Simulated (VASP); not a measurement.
Set up this calculation in VASP 6.6.1, as the native input.

| Quantity | Value |
| --- | --- |
| Task | single point |
| Functional | PBE |
| Potentials or basis | VASP PAW PBE potentials, release 64 (Te) |
| Cutoff | 520 eV |
| k mesh | 12 × 12 × 12 |
| Occupations | fermi-dirac, width 0.08 eV |
| Spin | no spin polarisation |
| Dipole correction | no |
| Further INCAR settings | ALGO = Normal; EDIFF = 1e-07; NBANDS = 9 |

The structure of Te lies in POSCAR:

```
Te
1.0
    3.2024557246      0.0000000000      0.0000000000
    0.0000000000      3.2024557246      0.0000000000
    0.0000000000      0.0000000000      3.2024557246
Te
1
Direct
    0.0000000000      0.0000000000      0.0000000000
```

One way to write it, as run:

INCAR

```
SYSTEM = Te
  PREC = Accurate
  ENCUT = 520
  EDIFF = 1E-7
  ISMEAR = -1
  SIGMA = 0.08
  LREAL = .FALSE.
  LASPH = .TRUE.
  NELM = 60
  ALGO = Normal
  ISIF = 2
  LWAVE = .FALSE.
  LCHARG = .FALSE.
  GGA = PE
  NBANDS = 9
```

KPOINTS

```
regular mesh
0
G
  12 12 12
  0 0 0
```

Potentials or basis: VASP PAW PBE potentials, release 64 (Te).

The run is started by

```console
$ cat potpaw_PBE.64/Te/POTCAR > POTCAR
$ mpirun -np 1 vasp_std > vasp.out
```

It gave:

| Item | Value |
| --- | --- |
| Pressure | 0.0 GPa |
| Band gap on the k mesh | zero (band 3 reaches 8.91 eV, above the bottom of band 4 at 3.43 eV) |

Caveat: spin-orbit coupling is left out, which moves the levels of the heavy elements.

Wall time 8.4 s on 1 thread of Intel(R) Xeon(R) Platinum 8488C (Sapphire Rapids), on a shared host, peak memory 0.15 GiB.
